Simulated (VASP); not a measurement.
# Mg32O30F (a cell with a defect) in VASP: further runs, part 3 of 3

VASP 6.6.1. Earlier steps stand in the parts before.

## 5. Single point, PBE

The input, INCAR:

```
PREC = Accurate
ENCUT = 520
EDIFF = 1E-6
ISMEAR = 0
SIGMA = 0.02
LREAL = Auto
LASPH = T
NELM = 100
ALGO = Normal
ISIF = 2
LWAVE = F
LCHARG = T
GGA = PE
LELF = T
LVHAR = T
NELECT = 250.0
NBANDS = 162
```

The input, KPOINTS:

```
regular mesh
0
Gamma
  1 1 1
```

The input, POSCAR:

```
Mg32O30F
1.0
    8.6060000000      0.0000000000      0.0000000000
    0.0000000000      8.6060000000      0.0000000000
    0.0000000000      0.0000000000      8.6060000000
Mg O F
32 30 1
Direct
    0.5019901232      0.0000000000     -0.0060811062
    0.7499148269      0.2507516849      0.0000851731
    0.7560811062      0.0000000000      0.2480098768
   -0.0018875203      0.0000000000     -0.0014926795
    0.2500248664      0.2518598652     -0.0001360679
    0.5007793400      0.5000000000     -0.0009005345
    0.7499148269      0.7492483151      0.0000851731
    0.2454125029      0.0000000000      0.2367117128
    0.4999640948      0.2544931443      0.2500359052
    0.7509005345      0.5000000000      0.2492206600
    0.5132882872      0.0000000000      0.5045874971
    0.7501360679      0.2518598652      0.4999751336
    0.7514926795      0.0000000000      0.7518875203
   -0.0008227980      0.5000000000     -0.0000905182
    0.2500248664      0.7481401348     -0.0001360679
    0.0000965605      0.2510966767      0.2499839647
    0.2490758773      0.5000000000      0.2481301418
    0.4999640948      0.7455068557      0.2500359052
   -0.0115866837      0.0000000000      0.5012721357
    0.2499930281      0.2621824309      0.5000069719
    0.5018698582      0.5000000000      0.5009241227
    0.7501360679      0.7481401348      0.4999751336
    0.2487278643      0.0000000000      0.7615866837
    0.5000160353      0.2510966767      0.7499034395
    0.7500905182      0.5000000000      0.7508227980
    0.0000965605      0.7489033233      0.2499839647
   -0.0019084360      0.5000000000      0.5001986986
    0.2499930281      0.7378175691      0.5000069719
   -0.0001772020      0.2505026726      0.7501772020
    0.2498013014      0.5000000000      0.7519084360
    0.5000160353      0.7489033233      0.7499034395
   -0.0001772020      0.7494973274      0.7501772020
    0.7499373693      0.2491106205      0.2507208924
    0.0006189868      0.5000000000      0.2507306530
    0.0025255636      0.2474021613      0.4999130839
    0.2500106902      0.2471907971      0.2525728561
    0.4992678364      0.5000000000      0.2507321636
    0.7499373693      0.7508893795      0.2507208924
    0.0025016268      0.0000000000      0.2526433883
    0.4974271439      0.2471907971      0.4999893098
    0.7498168719      0.5000000000      0.4997959563
    0.0025255636      0.7525978387      0.4999130839
    0.7497731815      0.2491762724      0.7493490588
    0.0006072508      0.5000000000      0.7493927492
    0.0006509412      0.2491762724      0.0002268185
    0.2500106902      0.7528092029      0.2525728561
    0.2502005578      0.5000000000      0.4997994422
    0.4974271439      0.7528092029      0.4999893098
    0.7506415292      0.0000000000      0.5003088543
    0.2500869161      0.2474021613      0.7474744364
    0.4992693470      0.5000000000      0.7493810132
    0.7497731815      0.7508237276      0.7493490588
    0.0020536835      0.0000000000      0.7479463165
    0.4992791076      0.2491106205      0.0000626307
    0.7497561004      0.5000000000      0.0002438996
    0.0006509412      0.7508237276      0.0002268185
    0.2500869161      0.7525978387      0.7474744364
    0.4973566117      0.0000000000      0.7474983732
    0.2502040437      0.5000000000      0.0001831281
    0.4992791076      0.7508893795      0.0000626307
    0.7501696491      0.0000000000     -0.0001696491
    0.2496911457      0.0000000000     -0.0006415292
    0.2452218220      0.0000000000      0.5047781780
```

Potentials or basis: VASP PAW PBE potentials, release 64 (Mg, O, F).

On the command line:

```sh
cat potpaw_PBE.64/Mg/POTCAR potpaw_PBE.64/O/POTCAR potpaw_PBE.64/F/POTCAR > POTCAR
mpirun -np 1 vasp_gam > vasp.out
```

OUTCAR:

```text
PREC = Accurate
   ENCUT = 520
   EDIFF = 1E-6
   ISMEAR = 0
   LREAL = Auto
   LASPH = T
   NELM = 100
   ISIF = 2
   GGA = PE
   NELECT = 250.0

 ion  position               nearest neighbor table
   1  0.502  0.000  0.994-  58 2.12  61 2.14  60 2.14  54 2.14  62 2.17  23 2.96  13 2.99  31 3.01
                            24 3.01   7 3.04   2 3.04   8 3.04   5 3.07  15 3.07   3 3.09   9 3.11
   2  0.750  0.251  0.000-  55 2.15  54 2.16  33 2.16  43 2.16  45 2.16  61 2.16   6 3.03  10 3.03
                            14 3.03  25 3.03   1 3.04   3 3.04   4 3.04  13 3.04  29 3.04   9 3.04
   3  0.756  0.000  0.248-  39 2.12  61 2.14  33 2.14  38 2.14  49 2.17  19 2.96   4 2.99  26 3.01
                            16 3.01   2 3.04   7 3.04  11 3.04  12 3.07  22 3.07   1 3.09   9 3.11
   4  0.998  0.000  0.999-  61 2.13  56 2.14  45 2.14  53 2.16  62 2.17  39 2.19   8 2.95  23 2.97
                             3 2.99  13 3.00  29 3.04  32 3.04   7 3.04   2 3.04  16 3.06  26 3.06
   5  0.250  0.252  1.000-  59 2.14  54 2.15  45 2.15  62 2.17  50 2.17  36 2.18   8 2.98  23 2.98
                            30 3.02  17 3.02   6 3.04  14 3.04  29 3.04  24 3.04  16 3.04   9 3.04
   6  0.501  0.500  0.999-  55 2.14  51 2.15  59 2.16  54 2.16  60 2.16  37 2.17   9 3.02  18 3.02
                            25 3.03  24 3.03  31 3.03  30 3.03   2 3.03   7 3.03  15 3.04   5 3.04
[... 512 lines left out ...]
    137      10.5632      0.00000
 [bands above 137 left out]

------------------------ aborting loop because EDIFF is reached ----------------------------------------

  FORCE on cell =-STRESS in cart. coord.  units (eV):
  Direction    XX          YY          ZZ          XY          YZ          ZX
  --------------------------------------------------------------------------------------
  -------------------------------------------------------------------------------------
  Total      -22.9133922    -23.4446737    -22.9133922      0.0000000      0.0000000     -0.1108415
  in kB      -57.5964806    -58.9319416    -57.5964806      0.0000000      0.0000000     -0.2786179
  external PRESSURE =     -58.0416342 kB  Pullay stress =       0.0000000 kB

 VOLUME and BASIS-vectors are now :
 -----------------------------------------------------------------------------
  energy-cutoff  :      520.00
  volume of cell :      637.39
      direct lattice vectors                 reciprocal lattice vectors
     8.606000000  0.000000000  0.000000000     0.116198001  0.000000000  0.000000000
     0.000000000  8.606000000  0.000000000     0.000000000  0.116198001  0.000000000
     0.000000000  0.000000000  8.606000000     0.000000000  0.000000000  0.116198001

 POSITION                                       TOTAL-FORCE (eV/Angst)
 -----------------------------------------------------------------------------------
      4.32013      0.00000      8.55367         0.002485     -0.000000     -0.027235
      6.45377      2.15797      0.00073         0.000400     -0.005083     -0.000400
      6.50683      0.00000      2.13437         0.027235     -0.000000     -0.002485
      8.58976      0.00000      8.59315         0.000420     -0.000000     -0.006485
      2.15171      2.16751      8.60483        -0.000713     -0.005440     -0.010730
      4.30971      4.30300      8.59825        -0.000115     -0.000000     -0.001834
[... 55 lines left out ...]
      2.14884      0.00000      8.60048         0.010371     -0.000000      0.018369
      2.11038      0.00000      4.34412         0.003138     -0.000000     -0.003138
 -----------------------------------------------------------------------------------
    total drift:                               -0.001228      0.000000      0.001228

  FREE ENERGIE OF THE ION-ELECTRON SYSTEM (eV)
  ---------------------------------------------------
  free  energy   TOTEN  =      -371.2068075234 eV

  energy  without entropy=     -371.2068075234  energy(sigma->0) =     -371.20680752
```

It took 4.8 min on 1 thread of Intel Xeon 8259CL, shared host; peak memory 0.56 GiB.

Results:

```
Free energy   : -371.2068 eV
Largest force : 0.027 eV/Å
```

Forces on the atoms (eV/Å):
```
Mg   0.002  0.000 -0.027
Mg   0.000 -0.005  0.000
Mg   0.027  0.000 -0.002
Mg   0.000  0.000 -0.006
Mg  -0.001 -0.005 -0.011
Mg   0.000  0.000 -0.002
Mg   0.000  0.005  0.000
Mg  -0.026  0.000 -0.007
Mg   0.001  0.017 -0.001
Mg   0.002  0.000  0.000
Mg   0.007  0.000  0.026
Mg   0.011 -0.005  0.001
Mg   0.006  0.000  0.000
Mg  -0.003  0.000 -0.003
Mg  -0.001  0.005 -0.011
Mg  -0.003 -0.004  0.004
Mg  -0.002  0.000 -0.002
Mg   0.001 -0.017 -0.001
Mg  -0.009  0.000  0.010
Mg  -0.012  0.004  0.012
Mg   0.002  0.000  0.002
Mg   0.011  0.005  0.001
Mg  -0.010  0.000  0.009
Mg  -0.004 -0.004  0.003
Mg   0.003  0.000  0.003
Mg  -0.003  0.004  0.004
Mg   0.002  0.000  0.003
Mg  -0.012 -0.004  0.012
Mg   0.006 -0.013 -0.006
Mg  -0.003  0.000 -0.002
Mg  -0.004  0.004  0.003
Mg   0.006  0.013 -0.006
O   -0.007  0.010 -0.005
O   -0.003  0.000 -0.008
O    0.005  0.007 -0.003
O    0.004  0.006  0.002
O    0.004  0.000 -0.004
O   -0.007 -0.010 -0.005
O    0.006  0.000 -0.004
O   -0.002  0.006 -0.004
O   -0.003  0.000  0.002
O    0.005 -0.007 -0.003
O   -0.002  0.014  0.004
O   -0.006  0.000  0.006
O   -0.004  0.014  0.002
O    0.004 -0.006  0.002
O    0.003  0.000 -0.003
O   -0.002 -0.006 -0.004
O   -0.018  0.000 -0.010
O    0.003  0.007 -0.005
O    0.008  0.000  0.003
O   -0.002 -0.014  0.004
O    0.000  0.000  0.000
O    0.005  0.010  0.007
O    0.001  0.000 -0.001
O   -0.004 -0.014  0.002
O    0.003 -0.007 -0.005
O    0.004  0.000 -0.006
O   -0.002  0.000  0.003
O    0.005 -0.010  0.007
O   -0.008  0.000  0.008
O    0.010  0.000  0.018
F    0.003  0.000 -0.003
```

Caveat: the k points lie up to 0.73 Å⁻¹ apart; the cell carries a net charge on a neutralising background, which shifts energy and pressure; the cell is charged against a uniform background, so pressure and absolute levels hang on convention.
